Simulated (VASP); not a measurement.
# Pd (Fm-3m) in VASP: further runs, part 3 of 3

VASP 6.6.1. The steps go on from the part before.

### Step 4. Single point, PBE, collinear spin, ferromagnetic start

File INCAR:

```
ALGO     = Normal         # electronic algorithm
EDIFF    = 1E-7           # SCF threshold, eV
ENCUT    = 520            # plane-wave cutoff, eV
GGA      = PE             # functional
ISIF     = 2              # what is computed and relaxed
ISMEAR   = 1              # smearing method
ISPIN    = 2              # spin polarisation
LASPH    = T              # aspherical terms in the spheres
LCHARG   = T              # write CHGCAR
LELF     = T              # ELF
LMAXMIX  = 4              # l up to which the mixer works
LORBIT   = 11             # projections on sites
LREAL    = F              # projectors in reciprocal space
LVHAR    = T            
LWAVE    = F              # write WAVECAR
MAGMOM   = 0.288          # initial moments
NBANDS   = 15             # bands
NELM     = 150            # most SCF steps
PREC     = Accurate       # precision mode
SIGMA    = 0.6            # smearing width, eV
```

File KPOINTS:

```
k-points
0
Gamma
  14 14 14
```

File POSCAR:

```
Pd
1.0
    0.0000000000      1.9737080107      1.9737080107
    1.9737080107      0.0000000000      1.9737080107
    1.9737080107      1.9737080107      0.0000000000
Pd
1
Direct
    0.0000000000      0.0000000000      0.0000000000
```

Potentials or basis: VASP PAW PBE potentials, release 64 (Pd).

Run with:

```
$ cat potpaw_PBE.64/Pd/POTCAR > POTCAR
$ mpirun -np 1 vasp_std > vasp.out
```

OUTCAR:

```text
EDIFF = 1E-7
   ENCUT = 520
   GGA = PE
   ISIF = 2
   ISMEAR = 1
   ISPIN = 2
   LASPH = T
   LORBIT = 11
   LREAL = F
   NELM = 150
   PREC = Accurate

 ion  position               nearest neighbor table
   1  0.000  0.000  0.000-

  LATTYP: Found a face centered cubic cell.
 ALAT       =     3.9474160214

  Lattice vectors:

 A1 = (   0.0000000000,   1.9737080107,   1.9737080107)
 A2 = (   1.9737080107,   0.0000000000,   1.9737080107)
 A3 = (   1.9737080107,   1.9737080107,   0.0000000000)
[... 1071 lines left out ...]
  --------------------------------------------------------------------------------------
  -------------------------------------------------------------------------------------
  Total       -0.0620993     -0.0620993     -0.0620993      0.0000000     -0.0000000      0.0000000
  in kB       -6.4702163     -6.4702163     -6.4702163      0.0000000     -0.0000000      0.0000000
  external PRESSURE =      -6.4702163 kB  Pullay stress =       0.0000000 kB

 VOLUME and BASIS-vectors are now :
 -----------------------------------------------------------------------------
  energy-cutoff  :      520.00
  volume of cell :       15.38
      direct lattice vectors                 reciprocal lattice vectors
     0.000000000  1.973708011  1.973708011    -0.253330278  0.253330278  0.253330278
     1.973708011  0.000000000  1.973708011     0.253330278 -0.253330278  0.253330278
     1.973708011  1.973708011  0.000000000     0.253330278  0.253330278 -0.253330278

 POSITION                                       TOTAL-FORCE (eV/Angst)
 -----------------------------------------------------------------------------------
      0.00000      0.00000      0.00000         0.000000      0.000000      0.000000
 -----------------------------------------------------------------------------------
    total drift:                               -0.000000      0.000000     -0.000000

  FREE ENERGIE OF THE ION-ELECTRON SYSTEM (eV)
  ---------------------------------------------------
  free  energy   TOTEN  =        -5.2402142493 eV

  energy  without entropy=       -5.1933815348  energy(sigma->0) =       -5.22460334

 total charge

# of ion       s       p       d       tot
------------------------------------------
    1        0.470   0.436   8.451   9.357

 magnetization (x)

# of ion       s       p       d       tot
------------------------------------------
    1       -0.000  -0.000   0.000   0.000
```

OSZICAR:

```text
N       E                     dE             d eps       ncg     rms          rms(c)
DAV:   1     0.459809652088E+02    0.45981E+02   -0.45534E+03  6296   0.588E+02
DAV:   2    -0.473321828972E+01   -0.50714E+02   -0.48433E+02  8039   0.158E+02
DAV:   3    -0.550541640005E+01   -0.77220E+00   -0.76938E+00  8242   0.194E+01
DAV:   4    -0.550774354602E+01   -0.23271E-02   -0.23270E-02  7562   0.113E+00
DAV:   5    -0.550775966706E+01   -0.16121E-04   -0.16123E-04  8140   0.837E-02    0.694E+00
DAV:   6    -0.525110847464E+01    0.25665E+00   -0.10220E+00  8928   0.632E+00    0.339E+00
DAV:   7    -0.524325126619E+01    0.78572E-02   -0.77342E-03  8139   0.569E-01    0.186E+00
DAV:   8    -0.524016339293E+01    0.30879E-02   -0.13448E-03  8669   0.182E-01    0.422E-01
DAV:   9    -0.524020528586E+01   -0.41893E-04   -0.57843E-05  7713   0.476E-02    0.348E-02
DAV:  10    -0.524020999792E+01   -0.47121E-05   -0.12028E-05  8754   0.194E-02    0.138E-02
DAV:  11    -0.524021377443E+01   -0.37765E-05   -0.46340E-06  7822   0.106E-02    0.606E-03
DAV:  12    -0.524021422480E+01   -0.45036E-06   -0.30138E-07  8404   0.328E-03    0.950E-04
DAV:  13    -0.524021424929E+01   -0.24492E-07   -0.20402E-08  5059   0.765E-04
   1 F= -.52402142E+01 E0= -.52246033E+01  d E =-.468327E-01  mag=     0.0001
```

Wall time 78 s (1 thread of Intel Xeon 8259CL, shared host); peak memory 0.17 GiB.

Results:

```
Free energy                                           : -5.2402 eV
Pressure                                              : -0.6 GPa
Band gap on the k mesh                                : zero (filled and empty bands overlap)
Net moment                                            : 0.00 μB per cell
Valence electrons inside the program's atomic spheres : Pd 9.36
```

### Step 5. Single point, PBE, collinear spin, ferromagnetic start

File INCAR:

```
  PREC = Accurate
  ENCUT = 520
  EDIFF = 1E-6
  ISMEAR = 1
  SIGMA = 1.0
  LREAL = F
  LASPH = T
  NELM = 150
  ALGO = Normal
  ISIF = 2
  LWAVE = F
  LCHARG = F
  ISPIN = 2
  MAGMOM = 0.288
  LORBIT = 11
  LMAXMIX = 4
  GGA = PE
  NBANDS = 15
```

File KPOINTS:

```
Automatic mesh
0
Gamma
  14 14 14
```

POSCAR is that of step 4.

Potentials or basis: VASP PAW PBE potentials, release 64 (Pd).

Run with:

```
$ cat potpaw_PBE.64/Pd/POTCAR > POTCAR
$ mpirun -np 1 vasp_std > vasp.out
```

OUTCAR:

```text
PREC = Accurate
   ENCUT = 520
   EDIFF = 1E-6
   ISMEAR = 1
   LREAL = F
   LASPH = T
   NELM = 150
   ISIF = 2
   ISPIN = 2
   LORBIT = 11
   GGA = PE

 ion  position               nearest neighbor table
   1  0.000  0.000  0.000-

  LATTYP: Found a face centered cubic cell.
 ALAT       =     3.9474160214

  Lattice vectors:

 A1 = (   0.0000000000,   1.9737080107,   1.9737080107)
 A2 = (   1.9737080107,   0.0000000000,   1.9737080107)
 A3 = (   1.9737080107,   1.9737080107,   0.0000000000)
[... 1073 lines left out ...]
  --------------------------------------------------------------------------------------
  -------------------------------------------------------------------------------------
  Total       -0.1045575     -0.1045575     -0.1045575      0.0000000      0.0000000      0.0000000
  in kB      -10.8939915    -10.8939915    -10.8939915      0.0000000      0.0000000      0.0000000
  external PRESSURE =     -10.8939915 kB  Pullay stress =       0.0000000 kB

 VOLUME and BASIS-vectors are now :
 -----------------------------------------------------------------------------
  energy-cutoff  :      520.00
  volume of cell :       15.38
      direct lattice vectors                 reciprocal lattice vectors
     0.000000000  1.973708011  1.973708011    -0.253330278  0.253330278  0.253330278
     1.973708011  0.000000000  1.973708011     0.253330278 -0.253330278  0.253330278
     1.973708011  1.973708011  0.000000000     0.253330278  0.253330278 -0.253330278

 POSITION                                       TOTAL-FORCE (eV/Angst)
 -----------------------------------------------------------------------------------
      0.00000      0.00000      0.00000        -0.000000      0.000000      0.000000
 -----------------------------------------------------------------------------------
    total drift:                               -0.000000      0.000000     -0.000000

  FREE ENERGIE OF THE ION-ELECTRON SYSTEM (eV)
  ---------------------------------------------------
  free  energy   TOTEN  =        -5.2659135840 eV

  energy  without entropy=       -5.2146488305  energy(sigma->0) =       -5.24882533

 total charge

# of ion       s       p       d       tot
------------------------------------------
    1        0.471   0.437   8.448   9.356

 magnetization (x)

# of ion       s       p       d       tot
------------------------------------------
    1       -0.000  -0.000   0.000   0.000
```

Wall time 64 s (1 thread of Intel Xeon 8259CL, shared host); peak memory 0.17 GiB.

Results:

```
Free energy                                           : -5.2659 eV
Pressure                                              : -1.1 GPa
Band gap on the k mesh                                : zero (filled and empty bands overlap)
Net moment                                            : 0.00 μB per cell
Valence electrons inside the program's atomic spheres : Pd 9.36
```

Levels at points of the mesh, in eV from the Fermi level:
Spin up:
```
           k point  band 1  band 2  band 3  band 4  band 5  band 6  band 7  band 8  band 9  band 10
(0.00, 0.00, 0.00)   -6.92   -2.76   -2.76   -2.76   -1.26   -1.26   17.07   21.60   21.60    21.60
(0.50, 0.00, 0.00)   -5.08   -2.81   -2.81   -0.14   -0.14    1.01    6.89   16.41   20.60    20.60
(0.50, 0.50, 0.00)   -5.16   -4.88   -0.17    0.15    0.15    3.26   10.24   12.88   12.88    20.86
```
Spin down:
```csv
k point,band 1,band 2,band 3,band 4,band 5,band 6,band 7,band 8,band 9,band 10
"(0.00, 0.00, 0.00)",-6.92,-2.76,-2.76,-2.76,-1.26,-1.26,17.07,21.60,21.60,21.60
"(0.50, 0.00, 0.00)",-5.08,-2.81,-2.81,-0.14,-0.14,1.01,6.89,16.41,20.60,20.60
"(0.50, 0.50, 0.00)",-5.16,-4.88,-0.17,0.15,0.15,3.26,10.24,12.88,12.88,20.86
```

### Step 6. The runs side by side

```csv
task,cell,cutoff (eV),smearing,gap on the mesh (eV),pressure (GPa),moment (μB)
single point,"a = 2.791 Å, angles 60.0°, 1 atom",520,fermi-dirac 0.05 eV,none,-0.3,0.40
relaxation of cell and atoms,"relaxed from a = 2.751 Å, angles 60.0°, 1 atom",600,fermi-dirac 0.05 eV,none,-0.1,0.40
single point,"a = 2.791 Å, angles 60.0°, 1 atom",520,methfessel-paxton 0.6 eV,none,-0.6,0.00
single point,"a = 2.791 Å, angles 60.0°, 1 atom",520,methfessel-paxton 1 eV,none,-1.1,0.00
```

Alike in all rows: level PBE; potentials or basis VASP PAW PBE potentials, release 64 (Pd); spin collinear, ferromagnetic start; k mesh 14 × 14 × 14.

Every run on the cell as given and a fine mesh finds a metal.

Absolute energies hang on the potentials; compare differences alone.
